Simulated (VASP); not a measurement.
Write the native input for VASP 6.6.1 that does the following.

- Task: single point
- Functional: PBE
- Potentials or basis: VASP PAW PBE potentials, release 64 (Zn, In_d, Cl)
- Cutoff: 520 eV
- k mesh: 6 × 6 × 6
- Occupations: gaussian, width 0.02 eV
- Spin: no spin polarisation
- Dipole correction: no
- Further INCAR settings: ALGO = Normal; EDIFF = 1e-07; NBANDS = 42

The structure of ZnIn2Cl4 lies in POSCAR:

```
ZnIn2Cl4
1.0
   -3.7232842000      3.7232842000      4.0981992000
    3.7232842000     -3.7232842000      4.0981992000
    3.7232842000      3.7232842000     -4.0981992000
Zn In Cl
1 2 4
Direct
    0.0000000000      0.0000000000      0.0000000000
    0.7500000000      0.2500000000      0.5000000000
    0.2500000000      0.7500000000      0.5000000000
    0.2240225000      0.2240225000      0.4480450000
    0.2240225000      0.7759775000      0.0000000000
    0.7759775000      0.7759775000      0.5519550000
    0.7759775000      0.2240225000      0.0000000000
```

One way to write it, as run:

INCAR

```
SYSTEM = ZnIn2Cl4
ALGO = Normal ; EDIFF = 1E-7
ENCUT = 520 ; GGA = PE
ISIF = 2 ; ISMEAR = 0
LASPH = .True. ; LCHARG = .True.
LELF = .True. ; LREAL = .False.
LVHAR = .True. ; LWAVE = .False.
NBANDS = 42 ; NELM = 100
PREC = Accurate ; SIGMA = 0.02
```

KPOINTS

```
k-points
0
Gamma
  6 6 6
  0 0 0
```

Potentials or basis: VASP PAW PBE potentials, release 64 (Zn, In_d, Cl).

Command:

```bash
$ cat potpaw_PBE.64/Zn/POTCAR potpaw_PBE.64/In_d/POTCAR potpaw_PBE.64/Cl/POTCAR > POTCAR
$ mpirun -np 1 vasp_std > vasp.out
```

Results of the run:

```yaml
Pressure: 0.0 GPa
Largest_force: 0.011 eV/Å
Band_gap_on_the_k_mesh: 2.25 eV, direct
```

Caveat: spin-orbit coupling is left out, which moves the levels of the heavy elements.

It took 4.9 min on 1 thread of Intel(R) Xeon(R) Platinum 8488C (Sapphire Rapids) (shared host), peak memory 0.48 GiB.
